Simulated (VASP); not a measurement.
Runs of VASP 6.6.1 on SiC. The structure is cubic, space group F-43m (No. 216). Conventional cell: a = 4.356 Å, b = 4.356 Å, c = 4.356 Å, α = 90.00°, β = 90.00°, γ = 90.00°. Si (site symmetry -43m) has 4 C at 1.89 Å within 2.5 Å. C (site symmetry -43m) has 4 Si at 1.89 Å within 2.5 Å. 

```csv
level,potentials or basis,k mesh,grid for exact exchange (PRECFOCK),share of exact exchange,screening parameter,gap on the mesh (eV),pressure (GPa)
r2SCAN,"VASP PAW PBE potentials, release 64 (Si, C)",12 × 12 × 12,-,-,-,1.72,(b)
LDA,"VASP PAW LDA potentials, release 64 (Si, C)",10 × 10 × 10,-,-,-,1.30,-3.7
PBE,"VASP PAW PBE potentials, release 64 (Si, C)",10 × 10 × 10,-,-,-,1.36,3.5
HSE06,"VASP PAW PBE potentials, release 64 (Si, C)",6 × 6 × 6,Normal,0.25,0.2079 1/Å,2.23,(a)
```

Alike in all rows: task single point; no spin polarisation; cell as given; cutoff (eV) 520; smearing gaussian 0.01 eV.

Problem. Fill in the values left out.

Solution. (a) -1.5; (b) -0.1.

Caveats: the PAW data sets were made with another functional, which shifts forces and pressure a little (at least some runs); the cell stands under tension (at least some runs); the cell stands under pressure (at least some runs).

A k mesh can miss the band edges.
